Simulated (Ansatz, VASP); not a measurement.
Two plane-wave programs on BaH4

```
Ba H
1.0
    -2.18149    2.18149    3.37568
     2.18149   -2.18149    3.37568
     2.18149    2.18149   -3.37568
Ba H
1 4
Cartesian
  0.0000 0.0000 0.0000
  2.1815 0.0000 1.6878
  0.0000 2.1815 1.6878
  0.0000 0.0000 2.9932
  0.0000 0.0000 3.7582
```

Change from the starting cell: relaxed end of: species swapped into the SrAl4 type (I4/mmm, No. 139).

Alike in both runs: functional PBE; k mesh 10 × 10 × 10; occupations gaussian, width 0.02 eV; no spin polarisation.

Ansatz relaxed the structure, and its values are those at the end. VASP's run is a single point on that final structure, the one shown.

|  | VASP | Ansatz |
| --- | --- | --- |
| version | VASP 6.6.1 | Ansatz 0.2.0 |
| potentials or method | VASP PAW PBE potentials, release 64 (Ba_sv, H), cutoff 520 eV | scalar-relativistic, plane waves, PAW |
| valence electrons in the cell | 14 | 14 |

Ansatz gave:

```
gap on the k mesh at the Fermi level (eV) : 2.35
least direct gap on the mesh (eV)         : 2.81
pressure (GPa)                            : 0.0
rms of the force components (eV/Å)        : 0.001
```

What did VASP give for the same quantities?

gap on the k mesh at the Fermi level (eV): 2.22; least direct gap on the mesh (eV): 2.74; pressure (GPa): 0.4; rms of the force components (eV/Å): 0.006.

The functional is the same, so the differences come from potentials, cutoffs and numerics.

Spin-orbit coupling is off throughout.
